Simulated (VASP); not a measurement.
Wanted: the native input for a VASP 6.6.1 run.

- Task: single point
- Functional: PBE
- Dispersion: D4
- Potentials or basis: VASP PAW PBE potentials, release 64 (Mo_sv, S)
- Cutoff: 520 eV
- k mesh: 8 × 8 × 2
- Occupations: methfessel-paxton, width 0.15 eV
- Spin: no spin polarisation
- Dipole correction: no
- Further INCAR settings: ALGO = Normal; EDIFF = 1e-07; NBANDS = 35

The structure of MoS2 lies in POSCAR:

```
MoS2
1.0
    3.0368019054      0.0000000000      0.0000000000
   -1.5184009527      2.6299480711      0.0000000000
    0.0000000000      0.0000000000     11.8098916637
Mo S
2 4
Direct
    0.3333333333      0.6666666667      0.2500000000
    0.6666666667      0.3333333333      0.7500000000
    0.3333333333      0.6666666667      0.6230000000
    0.6666666667      0.3333333333      0.1230000000
    0.3333333333      0.6666666667      0.8770000000
    0.6666666667      0.3333333333      0.3770000000
```

These files were run (other wordings do the same):

INCAR

```
SYSTEM = MoS2
PREC = Accurate
ENCUT = 520
EDIFF = 1E-7
ISMEAR = 1
SIGMA = 0.15
LREAL = .FALSE.
LASPH = .TRUE.
NELM = 80
ALGO = Normal
ISIF = 2
LWAVE = .FALSE.
LCHARG = .TRUE.
GGA = PE
IVDW = 13
LELF = .TRUE.
LVHAR = .TRUE.
NBANDS = 35
```

KPOINTS

```
regular mesh
0
G
  8 8 2
  0 0 0
```

Potentials or basis: VASP PAW PBE potentials, release 64 (Mo_sv, S).

The run is started by

```console
$ cat potpaw_PBE.64/Mo_sv/POTCAR potpaw_PBE.64/S/POTCAR > POTCAR
$ mpirun -np 1 vasp_std > vasp.out
```

Results of the run:

* Pressure: 22.9 GPa
* Largest force: 2.323 eV/Å
* Band gap on the k mesh: 0.87 eV, indirect (least direct gap 2.27 eV)
* Dispersion energy per atom: -0.478 eV

Caveat: forces of over 1 eV/Å act on the atoms, so gaps and moduli don't describe the material at rest.

Run time: 84 s on 1 thread of Intel Xeon 6975P-C, with other jobs on the host, peak memory 0.24 GiB.
